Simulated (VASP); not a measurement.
# Sb6Se: single point with PBE

The system is Sb6Se.

```
Sb Se
1.0
     7.46333    0.00000    0.00000
     0.00000    7.46333    0.00000
     0.00000    0.00000    7.46333
Sb Se
6 1
Direct
  0.21116 0.50000 0.50000
  0.50000 0.21116 0.50000
  0.78884 0.50000 0.50000
  0.50000 0.78884 0.50000
  0.50000 0.50000 0.21116
  0.50000 0.50000 0.78884
  0.00000 0.00000 0.00000
```

```json
{
  "Program": "VASP 6.6.1",
  "Task": "single point",
  "Functional": "PBE",
  "Potentials or basis": "VASP PAW PBE potentials, release 64 (Sb, Se)",
  "Cutoff": "520 eV",
  "k mesh": "4 × 4 × 4",
  "Occupations": "fermi-dirac, width 0.05 eV",
  "Spin": "no spin polarisation",
  "Dipole correction": "no",
  "Further INCAR settings": "ALGO = Normal; EDIFF = 1e-07; NBANDS = 27"
}
```

```yaml
Pressure: 0.1 GPa
Largest_force: 0.032 eV/Å
Band_gap_on_the_k_mesh: zero (band 18 reaches 1.36 eV, above the bottom of band 19 at 0.65 eV)
```

Forces on the atoms (eV/Å):
```
Sb  -0.032  0.000  0.000
Sb   0.000 -0.032  0.000
Sb   0.032  0.000  0.000
Sb   0.000  0.032  0.000
Sb   0.000  0.000 -0.032
Sb   0.000  0.000  0.032
Se   0.000  0.000  0.000
```

Levels at points of the mesh, in eV from the Fermi level:
```csv
k point,band 15,band 16,band 17,band 18,band 19,band 20,band 21,band 22
"(0.00, 0.00, 0.00)",-0.50,-0.50,-0.50,-0.04,-0.04,-0.04,0.67,0.67
"(0.50, 0.00, 0.00)",-0.56,-0.09,-0.05,-0.05,0.14,0.14,0.36,0.67
"(0.50, 0.50, 0.00)",-0.41,-0.41,-0.07,0.08,0.08,0.69,1.38,1.38
"(0.50, 0.50, 0.50)",-0.06,-0.06,-0.06,0.65,0.65,0.65,1.41,1.41
```

Run time: 2.7 min on 1 thread of Intel(R) Xeon(R) Platinum 8259CL CPU @ 2.50GHz (Skylake/Cascade Lake), with other jobs on the host, peak memory 0.46 GiB.

Caveat: spin-orbit coupling is left out, which moves the levels of the heavy elements.
